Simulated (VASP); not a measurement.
Crystal: YTeAu.

```xyz
3
Lattice="3.9828 0.0000 0.0000 0.0000 3.9828 0.0000 0.0000 0.0000 4.8525" Properties=species:S:1:pos:R:3 pbc="T T T"
Y     1.9914    1.9914    2.4262
Te    1.9914    1.9914    0.0000
Au    0.0000    0.0000    2.4262
```

```yaml
Program: VASP 6.6.1
Task: relaxation of cell and atoms
Functional: PBE
Potentials_or_basis: VASP PAW PBE potentials, release 64 (Y_sv, Te, Au)
Cutoff: 600 eV
k_mesh: 4 × 4 × 4
Occupations: gaussian, width 0.1 eV
Spin: no spin polarisation
```

At the start: pressure 28.2 GPa; volume 25.66 Å³/atom.

Problem. Where does the relaxation end?

Solution. Over 10 steps the energy falls by 933.7 meV/atom and the volume is 34.10 Å³/atom (+32.9 %); space group P4/mmm (No. 123, to 0.05 Å).

The path:
| step | energy change (eV) | largest force (eV/Å) | pressure (GPa) | volume (Å³) |
| --- | --- | --- | --- | --- |
| 1 | 0.0000 | 0.0000 | 28.22 | 76.97 |
| 2 | -1.5638 | 0.0000 | -5.79 | 133.40 |
| 3 | -2.7648 | 0.0000 | -0.32 | 101.39 |
| 4 | -2.7747 | 0.0000 | 0.21 | 100.27 |
| 5 | -2.7788 | 0.0000 | 0.98 | 98.80 |
| 6 | -2.7787 | 0.0000 | 0.73 | 99.26 |
| 7 | -2.7965 | 0.0000 | -0.07 | 101.69 |
| 8 | -2.7986 | 0.0000 | -0.45 | 102.89 |
| 9 | -2.8003 | 0.0000 | 0.14 | 101.96 |
| 10 | -2.8011 | 0.0000 | -0.08 | 102.29 |

Final structure:
```
Y Te Au
1.0
     4.18624    0.00000    0.00000
     0.00000    4.18624    0.00000
     0.00000    0.00000    5.83694
Y Te Au
1 1 1
Direct
  0.50000 0.50000 0.50000
  0.50000 0.50000 0.00000
  0.00000 0.00000 0.50000
```

Caveat: the k points lie up to 0.38 Å⁻¹ apart in the final cell; the volume moved by over 15 % at a fixed basis, so the end points are rough.
